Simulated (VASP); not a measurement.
# Ti (I4/mmm) in VASP: further runs, part 2 of 2

VASP 6.6.1. The steps go on from the part before.

**5. Single point, PBEsol (volume 19.182 Å^3 an atom, c/a of the conventional cell 1.0776)**

Input file INCAR:

```
  PREC = Accurate
  ENCUT = 520
  EDIFF = 1E-7
  ISMEAR = 0
  SIGMA = 0.15
  LREAL = False
  LASPH = True
  NELM = 80
  ALGO = Fast
  ISIF = 2
  LWAVE = False
  LCHARG = False
  GGA = PS
  NBANDS = 12
```

Input file KPOINTS:

```
regular mesh
0
Gamma
  22 22 22
```

Input file POSCAR:

```
Ti
1.0
   -1.6448467367      1.6448467367      1.7724868435
    1.6448467367     -1.6448467367      1.7724868435
    1.6448467367      1.6448467367     -1.7724868435
Ti
1
Direct
    0.0000000000      0.0000000000      0.0000000000
```

Potentials or basis: VASP PAW PBE potentials, release 64 (Ti_sv).

Launch:

```console
$ cat potpaw_PBE.64/Ti_sv/POTCAR > POTCAR
$ mpirun -np 1 vasp_std > vasp.out
```

OUTCAR:

```text
PREC = Accurate
   ENCUT = 520
   EDIFF = 1E-7
   ISMEAR = 0
   LREAL = False
   LASPH = True
   NELM = 80
   ISIF = 2
   GGA = PS

 ion  position               nearest neighbor table
   1  0.000  0.000  0.000-

  LATTYP: Found a body centered tetragonal cell.
 ALAT       =     3.2896934734
 C/A-ratio  =     1.0776000000

  Lattice vectors:

 A1 = (  -1.6448467367,   1.6448467367,   1.7724868435)
 A2 = (   1.6448467367,  -1.6448467367,   1.7724868435)
 A3 = (   1.6448467367,   1.6448467367,  -1.7724868435)

Analysis of symmetry for initial positions (statically):
=====================================================================
 Subroutine PRICEL returns:
 Original cell was already a primitive cell.

 Routine SETGRP: Setting up the symmetry group for a
 body centered tetragonal supercell.

 Subroutine GETGRP returns: Found 16 space group operations
 (whereof 16 operations were pure point group operations)
 out of a pool of 16 trial point group operations.

The static configuration has the point symmetry D_4h.

Analysis of symmetry for dynamics (positions and initial velocities):
[... 162 lines left out ...]
 cond. band min:       6.9887819377   @ k =  -0.4545   0.2273   0.0000
 fundamental gap:      0.0028049272
 Fermi energy:         6.9863757304

 k-point     1 :       0.0000    0.0000    0.0000
  band No.  band energies     occupation
      1     -49.5391      2.00000
      2     -25.5907      2.00000
      3     -25.5907      2.00000
      4     -25.5826      2.00000
      5       1.2480      2.00000
      6       7.7366      0.00000
      7       7.7366      0.00000
      8       8.1717      0.00000
      9       9.1328      0.00000
     10       9.6308      0.00000
     11      22.9571      0.00000
     12      24.1113      0.00000
[... 331 lines left out ...]
 k-point    24 :      -0.4545    0.0455    0.0000
  band No.  band energies     occupation
      1     -49.4552      2.00000
      2     -26.0575      2.00000
      3     -25.7320      2.00000
      4     -25.5901      2.00000
      5       4.6690      2.00000
      6       6.8918      1.62755
      7       7.4542      0.00001
      8       9.0869      0.00000
      9       9.7706      0.00000
     10      10.5776      0.00000
     11      15.0469      0.00000
     12      20.1588      0.00000

 [... further k-points ...]
[... 5 lines left out ...]
  --------------------------------------------------------------------------------------
  -------------------------------------------------------------------------------------
  Total       -1.6177105     -1.6177105     -1.4067586      0.0000000     -0.0000000      0.0000000
  in kB     -135.1193354   -135.1193354   -117.4995708      0.0000000     -0.0000000      0.0000000
  external PRESSURE =    -129.2460806 kB  Pullay stress =       0.0000000 kB

 VOLUME and BASIS-vectors are now :
 -----------------------------------------------------------------------------
  energy-cutoff  :      520.00
  volume of cell :       19.18
      direct lattice vectors                 reciprocal lattice vectors
    -1.644846737  1.644846737  1.772486844     0.000000000  0.303979689  0.282089541
     1.644846737 -1.644846737  1.772486844     0.303979689  0.000000000  0.282089541
     1.644846737  1.644846737 -1.772486844     0.303979689  0.303979689  0.000000000

 POSITION                                       TOTAL-FORCE (eV/Angst)
 -----------------------------------------------------------------------------------
      0.00000      0.00000      0.00000        -0.000000      0.000000      0.000000
 -----------------------------------------------------------------------------------
    total drift:                                0.000000      0.000000      0.000000

  FREE ENERGIE OF THE ION-ELECTRON SYSTEM (eV)
  ---------------------------------------------------
  free  energy   TOTEN  =        -8.1327150654 eV

  energy  without entropy=       -8.1019438902  energy(sigma->0) =       -8.11732948
```

stdout:

```text
POSCAR found type information on POSCAR Ti
 POSCAR found :  1 types and       1 ions
 scaLAPACK will be used
 -----------------------------------------------------------------------------
|                                                                             |
|                                                                             |
|     You enforced a specific xc type in the INCAR file but a different       |
[... 48 lines left out ...]
WARNING in EDDRMM: call to ZHEGV failed, returncode =   6  3      8
WARNING in EDDRMM: call to ZHEGV failed, returncode =   6  3      5
WARNING in EDDRMM: call to ZHEGV failed, returncode =   8  4      7
WARNING in EDDRMM: call to ZHEGV failed, returncode =   8  4      8
WARNING in EDDRMM: call to ZHEGV failed, returncode =   6  3      6
WARNING in EDDRMM: call to ZHEGV failed, returncode =   6  3      8
WARNING in EDDRMM: call to ZHEGV failed, returncode =   6  3     12
```

It took 2.3 min on 1 thread of Intel Xeon 6975P-C (Granite Rapids), shared host; peak memory 0.29 GiB.

What came out:

```yaml
Free_energy: -8.1327 eV
Pressure: -12.9 GPa
Band_gap_on_the_k_mesh: zero (band 6 reaches 7.84 eV, above the bottom of band 7 at 6.41 eV)
```

Caveat: the PAW data sets were made with another functional, which shifts forces and pressure a little.

**6. Single point, PBEsol (volume 13.891 Å^3 an atom, c/a of the conventional cell 1.5658)**

Input file INCAR:

```
SYSTEM = Ti
  PREC = Accurate
  ENCUT = 520
  EDIFF = 1E-6
  ISMEAR = 0
  SIGMA = 0.15
  LREAL = .False.
  LASPH = .True.
  NELM = 80
  ALGO = Fast
  ISIF = 2
  LWAVE = .False.
  LCHARG = .False.
  GGA = PS
  NBANDS = 12
```

Input file KPOINTS:

```
Automatic mesh
0
Gamma
  22 22 22
  0 0 0
```

Input file POSCAR:

```
Ti
1.0
   -1.3041045508      1.3041045508      2.0419669056
    1.3041045508     -1.3041045508      2.0419669056
    1.3041045508      1.3041045508     -2.0419669056
Ti
1
Direct
    0.0000000000      0.0000000000      0.0000000000
```

Potentials or basis: VASP PAW PBE potentials, release 64 (Ti_sv).

Launch:

```console
$ cat potpaw_PBE.64/Ti_sv/POTCAR > POTCAR
$ mpirun -np 1 vasp_std > vasp.out
```

OUTCAR:

```text
SYSTEM = Ti
   PREC = Accurate
   ENCUT = 520
   EDIFF = 1E-6
   ISMEAR = 0
   LREAL = .False.
   LASPH = .True.
   NELM = 80
   ISIF = 2
   GGA = PS

 ion  position               nearest neighbor table
   1  0.000  0.000  0.000-

  LATTYP: Found a body centered tetragonal cell.
 ALAT       =     2.6082091016
 C/A-ratio  =     1.5658000000

  Lattice vectors:

 A1 = (  -1.3041045508,   1.3041045508,   2.0419669056)
 A2 = (   1.3041045508,  -1.3041045508,   2.0419669056)
 A3 = (   1.3041045508,   1.3041045508,  -2.0419669056)

Analysis of symmetry for initial positions (statically):
=====================================================================
 Subroutine PRICEL returns:
 Original cell was already a primitive cell.

 Routine SETGRP: Setting up the symmetry group for a
 body centered tetragonal supercell.

 Subroutine GETGRP returns: Found 16 space group operations
 (whereof 16 operations were pure point group operations)
 out of a pool of 16 trial point group operations.

The static configuration has the point symmetry D_4h.

Analysis of symmetry for dynamics (positions and initial velocities):
[... 161 lines left out ...]
 cond. band min:      10.6351697278   @ k =   0.0909   0.0909   0.0909
 fundamental gap:      0.0033146230
 Fermi energy:        10.6340599159

 k-point     1 :       0.0000    0.0000    0.0000
  band No.  band energies     occupation
      1     -45.5040      2.00000
      2     -21.0972      2.00000
      3     -21.0519      2.00000
      4     -21.0519      2.00000
      5       4.1495      2.00000
      6      10.9710      0.00149
      7      12.0722      0.00000
      8      12.0722      0.00000
      9      13.0987      0.00000
     10      14.4494      0.00000
     11      27.3758      0.00000
     12      30.7009      0.00000
[... 331 lines left out ...]
 k-point    24 :      -0.4545    0.0455   -0.0000
  band No.  band energies     occupation
      1     -45.2046      2.00000
      2     -22.4046      2.00000
      3     -21.3284      2.00000
      4     -21.1451      2.00000
      5       7.5567      2.00000
      6      11.0376      0.00014
      7      11.5750      0.00000
      8      12.1708      0.00000
      9      15.0995      0.00000
     10      15.4653      0.00000
     11      21.9267      0.00000
     12      26.5006      0.00000

 [... further k-points ...]
[... 5 lines left out ...]
  --------------------------------------------------------------------------------------
  -------------------------------------------------------------------------------------
  Total        2.4289156      2.4289156      2.2538184      0.0000000     -0.0000000      0.0000000
  in kB      280.1492709    280.1492709    259.9536882      0.0000000     -0.0000000      0.0000000
  external PRESSURE =     273.4174100 kB  Pullay stress =       0.0000000 kB

 VOLUME and BASIS-vectors are now :
 -----------------------------------------------------------------------------
  energy-cutoff  :      520.00
  volume of cell :       13.89
      direct lattice vectors                 reciprocal lattice vectors
    -1.304104551  1.304104551  2.041966906     0.000000000  0.383404843  0.244861951
     1.304104551 -1.304104551  2.041966906     0.383404843  0.000000000  0.244861951
     1.304104551  1.304104551 -2.041966906     0.383404843  0.383404843  0.000000000

 POSITION                                       TOTAL-FORCE (eV/Angst)
 -----------------------------------------------------------------------------------
      0.00000      0.00000      0.00000         0.000000      0.000000      0.000000
 -----------------------------------------------------------------------------------
    total drift:                                0.000000      0.000000      0.000000

  FREE ENERGIE OF THE ION-ELECTRON SYSTEM (eV)
  ---------------------------------------------------
  free  energy   TOTEN  =        -8.0743220084 eV

  energy  without entropy=       -8.0562024583  energy(sigma->0) =       -8.06526223
```

OSZICAR:

```text
N       E                     dE             d eps       ncg     rms          rms(c)
DAV:   1     0.851389005171E+02    0.85139E+02   -0.65371E+03 20156   0.126E+03
DAV:   2    -0.494770161066E+01   -0.90087E+02   -0.87402E+02 20336   0.300E+02
DAV:   3    -0.872847123721E+01   -0.37808E+01   -0.37367E+01 26340   0.631E+01
[... 13 lines left out ...]
RMM:  17    -0.807431567006E+01   -0.52082E-05   -0.60897E-05 24900   0.533E-02    0.274E-02
RMM:  18    -0.807431849848E+01   -0.28284E-05   -0.37423E-05 24510   0.459E-02    0.838E-03
RMM:  19    -0.807432037134E+01   -0.18729E-05   -0.21231E-05 21783   0.289E-02    0.211E-03
RMM:  20    -0.807432139082E+01   -0.10195E-05   -0.10820E-05 18990   0.167E-02    0.238E-03
RMM:  21    -0.807432200840E+01   -0.61758E-06   -0.77551E-06 17397   0.103E-02
   1 F= -.80743220E+01 E0= -.80652622E+01  d E =-.181196E-01
```

Run time: 88 s. Hardware: 1 thread of Intel Xeon 6975P-C (Granite Rapids), shared host; peak memory 0.24 GiB.

Results:

```yaml
Free_energy: -8.0743 eV
Pressure: 27.3 GPa
Band_gap_on_the_k_mesh: zero (band 6 reaches 11.29 eV, above the bottom of band 7 at 9.90 eV)
```

Stress tensor (GPa, compression positive):
```
28.01  0.00  0.00
 0.00 28.01  0.00
 0.00  0.00 26.00
```

Levels at points of the mesh, in eV from the Fermi level:
| k point | band 2 | band 3 | band 4 | band 5 | band 6 | band 7 | band 8 | band 9 | band 10 | band 11 |
| --- | --- | --- | --- | --- | --- | --- | --- | --- | --- | --- |
| (0.00, 0.00, 0.00) | -31.73 | -31.69 | -31.69 | -6.48 | 0.34 | 1.44 | 1.44 | 2.46 | 3.82 | 16.74 |
| (0.50, 0.00, 0.00) | -33.09 | -31.96 | -31.76 | -3.13 | 0.31 | 1.41 | 1.49 | 4.48 | 4.90 | 10.91 |
| (0.50, 0.50, 0.00) | -32.98 | -32.38 | -32.11 | -3.47 | -2.42 | 4.55 | 4.61 | 4.94 | 5.54 | 12.91 |
| (0.50, 0.50, 0.50) | -32.95 | -32.02 | -32.02 | -3.38 | -2.22 | 2.78 | 4.77 | 5.04 | 5.04 | 12.19 |

Caveat: the PAW data sets were made with another functional, which shifts forces and pressure a little.

**7. Overview**

| cell | further INCAR settings | gap on the mesh (eV) | pressure (GPa) |
| --- | --- | --- | --- |
| a = 2.935 Å, angles 105.7, 105.7, 117.3°, 1 atom | ALGO = Fast; EDIFF = 1e-06; NBANDS = 12 | none | -13.9 |
| a = 2.924 Å, angles 107.5, 107.5, 113.5°, 1 atom | ALGO = Fast; EDIFF = 1e-06; NBANDS = 12 | none | -13.0 |
| a = 2.955 Å, angles 116.0, 116.0, 97.0°, 1 atom | ALGO = Fast; EDIFF = 1e-07; NBANDS = 12 | none | -12.6 |
| a = 2.925 Å, angles 111.6, 111.6, 105.4°, 1 atom | ALGO = Fast; EDIFF = 1e-07; NBANDS = 12 | none | -12.9 |
| a = 2.752 Å, angles 123.4, 123.4, 84.2°, 1 atom | ALGO = Fast; EDIFF = 1e-06; NBANDS = 12 | none | 27.3 |

Alike in all rows: task single point; level PBEsol; potentials or basis VASP PAW PBE potentials, release 64 (Ti_sv); no spin polarisation; k mesh 22 × 22 × 22; cutoff (eV) 520; smearing gaussian 0.15 eV.

Caveats: the PAW data sets were made with another functional, which shifts forces and pressure a little.

Absolute energies hang on the potentials; compare differences alone.
